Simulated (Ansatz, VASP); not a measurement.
Given: the input of a run of VASP 6.6.1 on CaSe.

Contents of POSCAR:

```
CaSe
1.0
    0.0000000000      3.0139755031      3.0139755031
    3.0139755031      0.0000000000      3.0139755031
    3.0139755031      3.0139755031      0.0000000000
Se Ca
1 1
Direct
    0.5000000000      0.5000000000      0.5000000000
    0.0000000000      0.0000000000      0.0000000000
```

File INCAR.step1:

```
PREC = Accurate
ENCUT = 520
ISMEAR = -1
SIGMA = 0.05
LREAL = F
LASPH = T
NELM = 100
NBANDS = 15
GGA = PE
ALGO = Normal
EDIFF = 1E-4
LWAVE = T
LCHARG = F
```

The input INCAR.step2:

```
PREC = Accurate
ENCUT = 520
EDIFF = 1E-6
ISMEAR = -1
SIGMA = 0.05
LREAL = F
LASPH = T
NELM = 100
ALGO = Normal
ISIF = 2
LWAVE = F
LCHARG = T
METAGGA = R2SCAN
LMIXTAU = T
LELF = T
LVHAR = T
NBANDS = 15
ISTART = 1
```

The input KPOINTS:

```
Automatic mesh
0
Gamma
  8 8 8
```

Potentials or basis: VASP PAW PBE potentials, release 64 (Se, Ca_sv).

Run with:

```sh
$ cat potpaw_PBE.64/Se/POTCAR potpaw_PBE.64/Ca_sv/POTCAR > POTCAR
$ cp INCAR.step1 INCAR
$ mpirun -np 1 vasp_std > vasp.out
$ cp INCAR.step2 INCAR
$ mpirun -np 1 vasp_std > vasp.out
```

Problem. Set up the same calculation for Ansatz 0.2.0. Potentials there: Ansatz PAW.

Solution. As run (the cutoff follows the program's own potentials):

File input.yaml:

```yaml
crystal:
  lattice:
    - [0.0, 3.0139755031, 3.0139755031]
    - [3.0139755031, 0.0, 3.0139755031]
    - [3.0139755031, 3.0139755031, 0.0]
  atoms:
    - { symbol: Se, position: [0.5, 0.5, 0.5] }
    - { symbol: Ca, position: [0.0, 0.0, 0.0] }
hamiltonian:
  xc: r2scan
  pseudopotentials: { kind: paw }
kpoints:
  mp_grid: { grid: [8, 8, 8] }
scf:
  occupations: { method: fermi_dirac, width: 0.05 }
output:
  forces: true
  stress: true
  eigenvalues: true
```

Potentials or basis: Ansatz PAW.

Run with:

```bash
$ ansatz run input.yaml --threads 2 --pin off --max-ram 5632MiB --backend cpu --events-out ev --progress --plain --runs-dir out
```

Both were run:

|  | VASP | Ansatz | Ansatz less VASP |
| --- | --- | --- | --- |
| gap on the k mesh at the Fermi level (eV) | 2.62 | 2.62 | -0.001 |
| least direct gap on the mesh (eV) | 3.51 | 3.51 | +0.001 |
| pressure (GPa) | -2.0 | -2.2 | -0.20 |

VASP's potentials were made for PBE, not for r2SCAN. With one functional, cell and mesh, what is left measures potentials, basis and numerics. VASP's potentials hold 16 valence electrons a cell and Ansatz's 26, so a difference there can come from the potentials and not from the codes.
